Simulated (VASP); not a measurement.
# Ti: single point with PBEsol

The system is Ti.

```xyz
1
Lattice="0.0000 2.0279 2.0786 2.0279 0.0000 2.0786 2.0279 2.0279 0.0000" Properties=species:S:1:pos:R:3 pbc="T T T"
Ti    0.0000    0.0000    0.0000
```

This cell differs from its parent crystal: strain +0.000 along x and y, +0.025 along z.

```
Program                : VASP 6.6.1
Task                   : single point
Functional             : PBEsol
Potentials or basis    : VASP PAW PBE potentials, release 64 (Ti_sv)
Cutoff                 : 520 eV
k mesh                 : 26 × 26 × 26
Occupations            : gaussian, width 0.15 eV
Spin                   : no spin polarisation
Dipole correction      : no
Further INCAR settings : ALGO = Fast; EDIFF = 1e-07; NBANDS = 12
```

* Pressure: -2.9 GPa
* Band gap on the k mesh: zero (band 6 reaches 9.07 eV, above the bottom of band 7 at 7.75 eV)

Stress tensor (GPa, compression positive):
```
-2.61  0.00  0.00
 0.00 -2.61  0.00
 0.00  0.00 -3.47
```

Levels at points of the mesh, in eV from the Fermi level:
```tsv
k point	band 4	band 5	band 6	band 7	band 8	band 9
(0.00, 0.00, 0.00)	-32.38	-6.13	0.75	0.96	0.96	2.42
(0.50, 0.00, 0.00)	-32.46	-2.63	0.65	0.69	0.87	3.61
(0.50, 0.50, 0.00)	-32.62	-2.65	-1.72	2.61	3.65	3.94
(0.50, 0.00, 0.50)	-32.63	-2.63	-1.77	3.07	3.63	3.87
```

It took 2.8 min on 1 thread of Intel(R) Xeon(R) 6975P-C (Granite Rapids) (shared host), peak memory 0.37 GiB.

Caveat: the cell differs from its parent crystal (strain +0.000 along x and y, +0.025 along z); the PAW data sets were made with another functional, which shifts forces and pressure a little.
